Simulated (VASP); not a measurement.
The system is C.

```
C
1.0
     3.57458   -0.04557    0.06203
    -0.04557    3.48693   -0.01724
     0.06203   -0.01724    3.55616
C
8
Direct
  0.00723 0.99728 0.98478
  0.99982 0.99033 0.48619
  0.00767 0.49336 0.02238
  0.00380 0.50514 0.50670
  0.49515 0.02905 0.00856
  0.48078 0.01089 0.47726
  0.50201 0.48035 0.02136
  0.50354 0.49360 0.49277
```

```yaml
Program: VASP 6.6.1
Task: relaxation of cell and atoms
Functional: PBE
Potentials_or_basis: VASP PAW PBE potentials, release 64 (C)
Cutoff: 600 eV
k_mesh: 6 × 6 × 6
Occupations: gaussian, width 0.1 eV
Spin: no spin polarisation
```

At the start: pressure 8.4 GPa; volume 5.54 Å³/atom.

Q: Where does the relaxation end?

A: Over 67 steps the energy falls by 1280.8 meV/atom and the volume is 8.93 Å³/atom (+61.3 %); space group P1 (No. 1, to 0.1 Å) before, C2 (No. 5, to 0.1 Å).

The path:
```
step  energy change (eV)  largest force (eV/Å)  pressure (GPa)  volume (Å³)
   1              0.0000                1.9112            8.35        44.30
   3             -1.0522                2.3635            2.96        47.39
   5             -2.4597                7.3049           24.18        51.55
   7             -2.9674                8.2710           26.76        52.95
   9             -3.4187                9.9621           38.01        59.49
  11             -4.5494                6.9298           25.23        59.00
  13             -5.8660                4.4063            1.96        63.92
  15             -6.7690                7.9337           -6.78        63.45
  17             -7.3487                3.6723           -7.57        63.16
  19             -8.1685                2.2022           -3.00        61.45
  21             -8.5561                2.0516            3.72        60.59
  23             -9.1222                1.3292            5.78        61.39
  25             -9.4843                1.8407            0.00        64.38
  27             -9.8765                1.4070            0.63        67.84
  29            -10.0697                1.1968           -0.36        69.81
  31            -10.1519                0.5452            0.42        70.37
  33            -10.1804                0.3870            0.05        70.75
  35            -10.1928                0.3595           -0.14        70.91
  37            -10.2047                0.2452            0.37        71.02
  39            -10.2151                0.2348           -0.04        71.30
  41            -10.2231                0.2109           -0.48        71.52
  43            -10.2321                0.1730            0.12        71.59
  45            -10.2361                0.2151           -0.10        71.62
  47            -10.2393                0.1922           -0.02        71.59
  49            -10.2417                0.1327            0.18        71.55
  51            -10.2438                0.1125           -0.14        71.60
  53            -10.2446                0.1078           -0.03        71.58
  55            -10.2455                0.0520           -0.04        71.54
  57            -10.2459                0.0660           -0.07        71.50
  59            -10.2460                0.0468            0.02        71.47
  61            -10.2461                0.0208            0.04        71.46
  63            -10.2461                0.0325            0.04        71.46
  65            -10.2462                0.0157            0.01        71.47
  67            -10.2462                0.0131           -0.01        71.48
```

Final structure:
```yaml
crystal:
  lattice:
    - [4.30669, -0.60408, 0.45981]
    - [-0.66072, 4.12403, -0.55757]
    - [0.62865, -0.64917, 4.25191]
  atoms:
    - { symbol: C, position: [0.06384, 0.05847, 0.92137] }
    - { symbol: C, position: [0.10297, 0.90869, 0.56909] }
    - { symbol: C, position: [0.11930, 0.41054, 0.11587] }
    - { symbol: C, position: [0.93054, 0.58937, 0.39691] }
    - { symbol: C, position: [0.36108, 0.06486, 0.04172] }
    - { symbol: C, position: [0.38493, 0.08829, 0.38008] }
    - { symbol: C, position: [0.45790, 0.43848, 0.13873] }
    - { symbol: C, position: [0.57944, 0.44130, 0.43623] }
```

Caveat: the volume moved by over 15 % at a fixed basis, so the end points are rough.
